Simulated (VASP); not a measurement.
The system is Ag.

```xyz
1
Lattice="0.0000 2.0427 2.0427 2.0427 0.0000 2.0427 2.0427 2.0427 0.0000" Properties=species:S:1:pos:R:3 pbc="T T T"
Ag    0.0000    0.0000    0.0000
```

| Item | Value |
| --- | --- |
| Program | VASP 6.6.1 |
| Task | relaxation of cell and atoms |
| Functional | PBEsol |
| Potentials or basis | VASP PAW PBE potentials, release 64 (Ag) |
| Cutoff | 600 eV |
| k mesh | 9 × 9 × 9 |
| Occupations | fermi-dirac, width 0.05 eV |
| Spin | no spin polarisation |

At the start: pressure -3.0 GPa; volume 17.05 Å³/atom.

Problem. Where does the relaxation end?

Solution. Over 3 steps the energy falls by 4.3 meV/atom and the volume is 16.60 Å³/atom (-2.6 %); space group Fm-3m (No. 225, to 0.1 Å) before and after.

Step by step:
```tsv
step	energy change (eV)	largest force (eV/Å)	pressure (GPa)	volume (Å³)
1	0.0000	0.0000	-2.98	17.05
2	-0.0018	0.0000	2.53	16.28
3	-0.0043	0.0000	-0.01	16.60
```

Final structure:
```yaml
crystal:
  lattice:
    - [0.00000, 2.02473, 2.02473]
    - [2.02473, 0.00000, 2.02473]
    - [2.02473, 2.02473, 0.00000]
  atoms:
    - { symbol: Ag, position: [0.00000, 0.00000, 0.00000] }
```

Caveat: the PAW data sets were made with another functional, which shifts forces and pressure a little.
